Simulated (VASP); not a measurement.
**Cd: relaxation of cell and atoms with PBE**

Crystal: Cd.

```
Cd
1.0
     0.00000    2.08964    2.08964
     2.08964    0.00000    2.08964
     2.08964    2.08964    0.00000
Cd
1
Cartesian
  0.0000 0.0000 0.0000
```

This isn't the form of Cd at room conditions, which is hcp.

- Program: VASP 6.6.1
- Task: relaxation of cell and atoms
- Functional: PBE
- Potentials or basis: VASP PAW PBE potentials, release 64 (Cd)
- Cutoff: 600 eV
- k mesh: 16 × 16 × 16
- Occupations: fermi-dirac, width 0.1 eV
- Spin: no spin polarisation
- Target pressure: 18 GPa
- Dipole correction: no
- Further INCAR settings: ALGO = Normal; EDIFF = 1e-06; IBRION = 2; EDIFFG = -0.005; NSW = 32; ISIF = 3

- Relaxed volume: 18.33 Å³/atom
- Relaxed cell: a = 2.959 Å, b = 2.959 Å, c = 2.959 Å, α = 60.00°, β = 60.00°, γ = 60.00°
- Space group after relaxing (to 0.1 Å): Fm-3m (No. 225)
- Energy change on relaxing (the run minimises the enthalpy): -8.7 meV/atom
- Ionic steps: 3
- Pressure after relaxing: 18.0 GPa
- Band gap on the k mesh: zero (bands 6 and 7 overlap by 3.20 eV)

The path:
```csv
step,energy change (eV),largest force (eV/Å),pressure (GPa),volume (Å³)
1,0.0000,0.0000,18.55,18.25
2,-0.0187,0.0000,17.35,18.42
3,-0.0087,0.0000,18.02,18.33
```

Final structure:
```xyz
1
Lattice="0.0000 2.0926 2.0926 2.0926 0.0000 2.0926 2.0926 2.0926 0.0000" Properties=species:S:1:pos:R:3 pbc="T T T"
Cd    0.0000    0.0000    0.0000
```

Levels at points of the mesh, in eV from the Fermi level:
```csv
k point,band 2,band 3,band 4,band 5,band 6,band 7,band 8,band 9,band 10
"(0.00, 0.00, 0.00)",-9.79,-9.79,-9.79,-9.13,-9.13,14.40,16.61,16.61,16.61
"(0.50, 0.00, 0.00)",-9.79,-9.79,-8.60,-8.60,-3.16,-1.06,13.45,14.14,14.14
"(0.50, 0.50, 0.00)",-10.67,-8.63,-8.46,-8.46,-1.37,2.03,7.34,7.34,12.30
```

It took 48 s on 1 thread of Intel Xeon 8259CL, with other jobs on the host, peak memory 0.17 GiB.

Caveat: the cell is relaxed towards a set pressure, so the run minimises the enthalpy, not the energy.
